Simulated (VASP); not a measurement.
# ZnO (Pm-3m) in VASP: further runs

Runs on ZnO. Level: r2SCAN. Tasks: single point.

Everything below comes from runs of VASP 6.6.1. Logs are shortened: lines on timing, memory, paths and dates and some standing lists are left out, and cuts for length are marked.

## 1. The cell of the first run

It takes space group Pm-3m (No. 221, cubic). Conventional cell: a = 2.646 Å, b = 2.646 Å, c = 2.646 Å, α = 90.00°, β = 90.00°, γ = 90.00°. Within 3.0 Å of Zn (site symmetry m-3m) lie 8 O at 2.29 Å and 6 Zn at 2.65 Å. Within 3.0 Å of O (site symmetry m-3m) lie 8 Zn at 2.29 Å and 6 O at 2.65 Å.

## 2. Single point, r2SCAN

Contents of POSCAR:

```
ZnO
1.0
    2.6461709597      0.0000000000      0.0000000000
    0.0000000000      2.6461709597      0.0000000000
    0.0000000000      0.0000000000      2.6461709597
Zn O
1 1
Direct
    0.0000000000      0.0000000000      0.0000000000
    0.5000000000      0.5000000000      0.5000000000
```

Contents of INCAR.step1:

```
  PREC = Accurate
  ENCUT = 520
  ISMEAR = -1
  SIGMA = 0.02
  LREAL = False
  LASPH = True
  NELM = 100
  NBANDS = 16
  GGA = PE
  ALGO = Normal
  EDIFF = 1E-4
  LWAVE = True
  LCHARG = False
```

Contents of INCAR.step2:

```
  PREC = Accurate
  ENCUT = 520
  EDIFF = 1E-7
  ISMEAR = -1
  SIGMA = 0.02
  LREAL = False
  LASPH = True
  NELM = 100
  ALGO = Normal
  ISIF = 2
  LWAVE = False
  LCHARG = True
  METAGGA = R2SCAN
  LMIXTAU = True
  LELF = True
  LVHAR = True
  NBANDS = 16
  ISTART = 1
```

Contents of KPOINTS:

```
Automatic mesh
0
Gamma
  8 8 8
```

Potentials or basis: VASP PAW PBE potentials, release 64 (Zn, O).

Started as:

```sh
> cat potpaw_PBE.64/Zn/POTCAR potpaw_PBE.64/O/POTCAR > POTCAR
> cp INCAR.step1 INCAR
> mpirun -np 1 vasp_std > vasp.out
> cp INCAR.step2 INCAR
> mpirun -np 1 vasp_std > vasp.out
```

OUTCAR:

```text
PREC = Accurate
   ENCUT = 520
   EDIFF = 1E-7
   ISMEAR = -1
   LREAL = False
   LASPH = True
   NELM = 100
   ISIF = 2
   METAGGA = R2SCAN
   ISTART = 1

 ion  position               nearest neighbor table
   1  0.000  0.000  0.000-   2 2.29   2 2.29   2 2.29   2 2.29   2 2.29   2 2.29   2 2.29   2 2.29

   2  0.500  0.500  0.500-   1 2.29   1 2.29   1 2.29   1 2.29   1 2.29   1 2.29   1 2.29   1 2.29

  LATTYP: Found a simple cubic cell.
 ALAT       =     2.6461709597

  Lattice vectors:

 A1 = (   2.6461709597,   0.0000000000,   0.0000000000)
 A2 = (   0.0000000000,   2.6461709597,   0.0000000000)
 A3 = (   0.0000000000,   0.0000000000,   2.6461709597)

Analysis of symmetry for initial positions (statically):
=====================================================================
 Subroutine PRICEL returns:
 Original cell was already a primitive cell.

 Routine SETGRP: Setting up the symmetry group for a
 simple cubic supercell.

 Subroutine GETGRP returns: Found 48 space group operations
 (whereof 48 operations were pure point group operations)
 out of a pool of 48 trial point group operations.

The static configuration has the point symmetry O_h .

Analysis of symmetry for dynamics (positions and initial velocities):
=====================================================================
 Subroutine PRICEL returns:
 Original cell was already a primitive cell.

 Routine SETGRP: Setting up the symmetry group for a
 simple cubic supercell.

 Subroutine GETGRP returns: Found 48 space group operations
 (whereof 48 operations were pure point group operations)
 out of a pool of 48 trial point group operations.

The dynamic configuration has the point symmetry O_h .

 Subroutine INISYM returns: Found 48 space group operations
 (whereof 48 operations are pure point group operations),
 and found     1 'primitive' translations

----------------------------------------------------------------------------------------

                                     Primitive cell

  volume of cell :      18.5291

  direct lattice vectors                    reciprocal lattice vectors
     2.646170960  0.000000000  0.000000000     0.377904533  0.000000000  0.000000000
     0.000000000  2.646170960  0.000000000     0.000000000  0.377904533  0.000000000
     0.000000000  0.000000000  2.646170960     0.000000000  0.000000000  0.377904533

  length of vectors
     2.646170960  2.646170960  2.646170960     0.377904533  0.377904533  0.377904533

  position of ions in fractional coordinates (direct lattice)
     0.000000000  0.000000000  0.000000000
     0.500000000  0.500000000  0.500000000

  ion indices of the primitive-cell ions
   primitive index   ion index
                 1           1
                 2           2

----------------------------------------------------------------------------------------

 KPOINTS: Automatic mesh

Automatic generation of k-mesh.
 Grid dimensions read from file:
 generate k-points for:    8    8    8

 Generating k-lattice:

  Cartesian coordinates                     Fractional coordinates (reciprocal lattice)
     0.047238067  0.000000000  0.000000000     0.125000000  0.000000000  0.000000000
     0.000000000  0.047238067  0.000000000     0.000000000  0.125000000  0.000000000
     0.000000000  0.000000000  0.047238067     0.000000000  0.000000000  0.125000000

  Length of vectors
     0.047238067  0.047238067  0.047238067

  Shift w.r.t. Gamma in fractional coordinates (k-lattice)
     0.000000000  0.000000000  0.000000000

 Subroutine IBZKPT returns following result:
 ===========================================

 Found     35 irreducible k-points:

 Following reciprocal coordinates:
            Coordinates               Weight
  0.000000  0.000000  0.000000      1.000000
  0.125000  0.000000  0.000000      6.000000
  0.250000  0.000000  0.000000      6.000000
  0.375000  0.000000  0.000000      6.000000
  0.500000  0.000000  0.000000      3.000000
  0.125000  0.125000  0.000000     12.000000
[... 16 lines left out ...]
  0.375000  0.375000  0.125000     24.000000
  0.500000  0.375000  0.125000     24.000000
 [... further k-points ...]
   k-points           NKPTS =     35   k-points in BZ     NKDIM =     35   number of bands    NBANDS=     16
   number of dos      NEDOS =    301   number of ions     NIONS =      2
   total plane-waves  NPLWV =   8000
   dimension x,y,z NGX =    20 NGY =   20 NGZ =   20
   dimension x,y,z NGXF=    40 NGYF=   40 NGZF=   40
   ions per type =               1   1
   NGX,Y,Z   is equivalent  to a cutoff of  12.57, 12.57, 12.57 a.u.
   NGXF,Y,Z  is equivalent  to a cutoff of  25.13, 25.13, 25.13 a.u.
 SYSTEM =  unknown system
   PREC   = accura    normal or accurate (medium, high low for compatibility)
   ISTART =      1    job   : 0-new  1-cont  2-samecut
   ICHARG =      0    charge: 1-file 2-atom 10-const
   ISPIN  =      1    spin polarized calculation?
   LNONCOLLINEAR =      F non collinear calculations
   LSORBIT =      F    spin-orbit coupling
   LASPH  =      T    aspherical Exc in radial PAW
   ENCUT  =  520.0 eV  38.22 Ry    6.18 a.u.   4.92  4.92  4.92*2*pi/ulx,y,z
   NELM   =    100;   NELMIN=  2; NELMDL=  0     # of ELM steps
   EDIFF  = 0.1E-06   stopping-criterion for ELM
   LREAL  =      F    real-space projection
   EDIFFG = 0.1E-05   stopping-criterion for IOM
   NSW    =      0    number of steps for IOM
   IBRION =     -1    ionic relax: 0-MD 1-quasi-New 2-CG
   NFREE  =      0    steps in history (QN), initial steepest desc. (CG)
   ISIF   =      2    stress and relaxation
   ISYM   =      2    0-nonsym 1-usesym 2-fastsym
   POTIM  = 0.5000    time-step for ionic-motion
   TEBEG  =    0.0;   TEEND  =   0.0 temperature during run
   PSTRESS=    0.0 pullay stress
   NELECT =      18.0000    total number of electrons
   NUPDOWN=      -1.0000    fix difference up-down
   EMIN   =  10.00;   EMAX   =-10.00  energy-range for DOS
   EFERMI =   0.00;   METHOD = LEGACY
   ISMEAR =    -1;   SIGMA  =   0.02  broadening in eV -4-tet -1-fermi 0-gaus
   EFERMI_NEDOS =   21; number of points for ismear=-14 and -15
   IALGO  =     38    algorithm
   IMIX   =      4    mixing-type and parameters
     AMIX     =   0.40;   BMIX     =  1.00
     AMIX_MAG =   1.60;   BMIX_MAG =  1.00
  volume/ion in A,a.u.               =       9.26        62.52
  Fermi-wavevector in a.u.,A,eV,Ry     =   1.621366  3.063938 35.767379  2.628828
  Thomas-Fermi vector in A             =   2.715154
   LORBIT       =      0    0 simple, 1 ext, 2 COOP (PROOUT), +10 PAW based schemes
   METAGGA = R2SCAN    functional components
   LHFCALC =     F    Hartree Fock is set to
   AEXX    =    0.0000 exact exchange contribution
   IVDW    =     0    specifies the selected vdW correction
   LEPSILON=     F    determine dielectric tensor
   LRPA    =     F    only Hartree local field effects (RPA)
 non-spin polarized calculation
  energy-cutoff  :      520.00
  volume of cell :       18.53
 maximum number of plane-waves:       512
 NGX is ok and might be reduce to    20
   NGX =  9   NGY =  9   NGZ =  9

 number of electron      18.0000025 magnetization

 Free energy of the ion-electron system (eV)
  ---------------------------------------------------
  ext. energy  EPLUGINS =         0.00000000
  ---------------------------------------------------
  free energy    TOTEN  =       -16.68150864 eV

  energy without entropy =      -16.68121181  energy(sigma->0) =      -16.68136022

 E-fermi :   3.3074     XC(G=0): -13.5600

 val. band max:        3.2636764561   @ k =   0.5000   0.0000   0.0000
 cond. band min:       4.6517344040   @ k =   0.1250   0.0000   0.0000
 fundamental gap:      1.3880579478
 Fermi energy:         3.3074115828

 k-point     1 :       0.0000    0.0000    0.0000
  band No.  band energies     occupation
      1     -16.5191      2.00000
      2      -3.4236      2.00000
      3      -3.4236      2.00000
      4      -2.2784      2.00000
      5      -2.2784      2.00000
      6      -2.2784      2.00000
[... 8 lines left out ...]
     15      22.4466      0.00000
     16      37.0184      0.00000

 k-point     2 :       0.1250    0.0000    0.0000
  band No.  band energies     occupation
      1     -16.3571      2.00000
      2      -3.4096      2.00000
      3      -3.4028      2.00000
      4      -2.3931      2.00000
      5      -2.3931      2.00000
      6      -2.2728      2.00000
[... 8 lines left out ...]
     15      23.7696      0.00000
     16      33.1519      0.00000

 k-point     3 :       0.2500    0.0000    0.0000
  band No.  band energies     occupation
      1     -15.9318      2.00000
      2      -3.7016      2.00000
      3      -3.3521      2.00000
      4      -2.6405      2.00000
      5      -2.6405      2.00000
      6      -2.2593      2.00000
[... 8 lines left out ...]
     15      26.8009      0.00000
     16      29.1228      0.00000

 k-point     4 :       0.3750    0.0000    0.0000
  band No.  band energies     occupation
      1     -15.4415      2.00000
      2      -4.6185      2.00000
      3      -3.3011      2.00000
      4      -2.8576      2.00000
      5      -2.8576      2.00000
      6      -2.2458      2.00000
[... 8 lines left out ...]
     15      25.9090      0.00000
     16      30.6434      0.00000
[... 324 lines left out ...]
 k-point    22 :       0.5000    0.2500    0.1250
  band No.  band energies     occupation
      1     -14.7445      2.00000
      2      -4.0077      2.00000
      3      -3.2408      2.00000
      4      -2.9428      2.00000
      5      -2.5344      2.00000
      6      -2.4430      2.00000
[... 8 lines left out ...]
     15      26.7097      0.00000
     16      31.3885      0.00000

 k-point    23 :       0.3750    0.3750    0.1250
  band No.  band energies     occupation
      1     -14.6005      2.00000
      2      -3.5274      2.00000
      3      -3.1089      2.00000
      4      -2.9063      2.00000
      5      -2.4796      2.00000
      6      -2.3404      2.00000
[... 8 lines left out ...]
     15      27.0365      0.00000
     16      29.3084      0.00000

 k-point    24 :       0.5000    0.3750    0.1250
  band No.  band energies     occupation
      1     -14.4576      2.00000
      2      -3.4082      2.00000
      3      -3.2445      2.00000
      4      -2.8747      2.00000
      5      -2.5345      2.00000
      6      -2.2473      2.00000
[... 8 lines left out ...]
     15      26.8296      0.00000
     16      28.4163      0.00000

 [... further k-points ...]

------------------------ aborting loop because EDIFF is reached ----------------------------------------

  FORCE on cell =-STRESS in cart. coord.  units (eV):
  Direction    XX          YY          ZZ          XY          YZ          ZX
  --------------------------------------------------------------------------------------
  -------------------------------------------------------------------------------------
  Total        0.1240918      0.1240918      0.1240918     -0.0000000     -0.0000000     -0.0000000
  in kB       10.7300057     10.7300057     10.7300057     -0.0000000     -0.0000000     -0.0000000
  external PRESSURE =      10.7300057 kB  Pullay stress =       0.0000000 kB

 VOLUME and BASIS-vectors are now :
 -----------------------------------------------------------------------------
  energy-cutoff  :      520.00
  volume of cell :       18.53
      direct lattice vectors                 reciprocal lattice vectors
     2.646170960  0.000000000  0.000000000     0.377904533  0.000000000  0.000000000
     0.000000000  2.646170960  0.000000000     0.000000000  0.377904533  0.000000000
     0.000000000  0.000000000  2.646170960     0.000000000  0.000000000  0.377904533

 POSITION                                       TOTAL-FORCE (eV/Angst)
 -----------------------------------------------------------------------------------
      0.00000      0.00000      0.00000         0.000000      0.000000      0.000000
      1.32309      1.32309      1.32309         0.000000      0.000000      0.000000
 -----------------------------------------------------------------------------------
    total drift:                                0.000000      0.000000      0.000000

  FREE ENERGIE OF THE ION-ELECTRON SYSTEM (eV)
  ---------------------------------------------------
  free  energy   TOTEN  =       -16.6815086367 eV

  energy  without entropy=      -16.6812118131  energy(sigma->0) =      -16.68136022
```

Wall time 31 s (1 thread of Intel Xeon 6975P-C, shared host); peak memory 0.13 GiB.

What came out:

| Quantity | Value |
| --- | --- |
| Free energy | -16.6815 eV |
| Pressure | 1.1 GPa |
| Band gap on the k mesh | zero (band 9 reaches 3.26 eV, above the bottom of band 10 at 3.22 eV) |

Caveat: the PAW data sets were made with another functional, which shifts forces and pressure a little.

## 3. Single point, r2SCAN (volume changed by +3%)

Contents of POSCAR:

```
ZnO
1.0
    2.6723723762      0.0000000000      0.0000000000
    0.0000000000      2.6723723762      0.0000000000
    0.0000000000      0.0000000000      2.6723723762
Zn O
1 1
Direct
    0.0000000000      0.0000000000      0.0000000000
    0.5000000000      0.5000000000      0.5000000000
```

Contents of INCAR.step1:

```
SYSTEM = ZnO
  ALGO = Normal
  EDIFF = 1E-4
  ENCUT = 520
  GGA = PE
  ISMEAR = -1
  LASPH = .True.
  LCHARG = .False.
  LREAL = .False.
  LWAVE = .True.
  NBANDS = 16
  NELM = 80
  PREC = Accurate
  SIGMA = 0.02
```

Contents of INCAR.step2:

```
SYSTEM = ZnO
  ALGO = Normal
  EDIFF = 1E-6
  ENCUT = 520
  ISIF = 2
  ISMEAR = -1
  ISTART = 1
  LASPH = .True.
  LCHARG = .False.
  LMIXTAU = .True.
  LREAL = .False.
  LWAVE = .False.
  METAGGA = R2SCAN
  NBANDS = 16
  NELM = 80
  PREC = Accurate
  SIGMA = 0.02
```

Contents of KPOINTS:

```
k-points
0
Gamma
  8 8 8
  0 0 0
```

Potentials or basis: VASP PAW PBE potentials, release 64 (Zn, O).

Started as:

```sh
> cat potpaw_PBE.64/Zn/POTCAR potpaw_PBE.64/O/POTCAR > POTCAR
> cp INCAR.step1 INCAR
> mpirun -np 1 vasp_std > vasp.out
> cp INCAR.step2 INCAR
> mpirun -np 1 vasp_std > vasp.out
```

It took 28 s on 1 thread of Intel Xeon 6975P-C, shared host; peak memory 0.14 GiB.

It converged, with:

| Quantity | Value |
| --- | --- |
| Free energy | -16.6756 eV |
| Pressure | -4.3 GPa |
| Band gap on the k mesh | zero (band 9 reaches 2.98 eV, above the bottom of band 10 at 2.76 eV) |

Levels at points of the mesh, in eV from the Fermi level:
```
           k point  band 7  band 8  band 9  band 10  band 11  band 12
(0.00, 0.00, 0.00)   -1.29   -1.29   -1.29    -0.26    14.97    14.97
(0.50, 0.00, 0.00)   -4.69   -0.05   -0.05     5.86     7.26    16.65
(0.50, 0.50, 0.00)   -5.02   -5.02   -0.20     3.21    11.06    11.06
(0.50, 0.50, 0.50)   -1.53   -1.53   -1.53     6.20     6.20     6.20
```

Caveat: the PAW data sets were made with another functional, which shifts forces and pressure a little.
